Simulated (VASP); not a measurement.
Runs of VASP 6.6.1 on MnO. The structure is that of space group R-3m (No. 166), or close to it. The cells are those of the table. 

| task | cell | cutoff (eV) | gap on the mesh (eV) | pressure (GPa) |
| --- | --- | --- | --- | --- |
| relaxation of shape and atoms at fixed volume | relaxed from a = 2.688 Å, angles 69.7°, 2 atoms | 600 | none | 5.9 |
| single point | a = 2.663 Å, angles 70.2°, 2 atoms | 520 | none | 12.2 |
| single point | a = 2.749 Å, angles 69.2°, 2 atoms | 520 | none | -8.1 |
| relaxation of shape and atoms at fixed volume | relaxed from a = 2.667 Å, angles 69.9°, 2 atoms | 600 | none | 11.9 |
| single point | a = 2.685 Å, angles 69.9°, 2 atoms | 520 | none | (a) |
| relaxation of shape and atoms at fixed volume | relaxed from a = 2.724 Å, angles 69.7°, 2 atoms | 600 | none | -4.0 |
| single point | a = 2.728 Å, angles 69.5°, 2 atoms | 520 | none | -3.9 |

Alike in all rows: level PBE; potentials or basis VASP PAW PBE potentials, release 64 (Mn_pv, O); no spin polarisation; k mesh 14 × 14 × 14; smearing gaussian 0.05 eV.

Problem. Fill in the values left out.

Solution. (a) 6.3.

Caveats: an odd number of electrons without spin polarisation forces a metal; a magnetic or distorted state may lie lower; the run has no spin polarisation, though such a crystal can be magnetic; semilocal functionals often make such compounds metallic where correlation or magnetic order opens a gap, which also shifts bond lengths; the cell stands under pressure (at least some runs); the cell stands under tension (at least some runs).

A gap of «none» marks levels without a gap at the run's occupations.
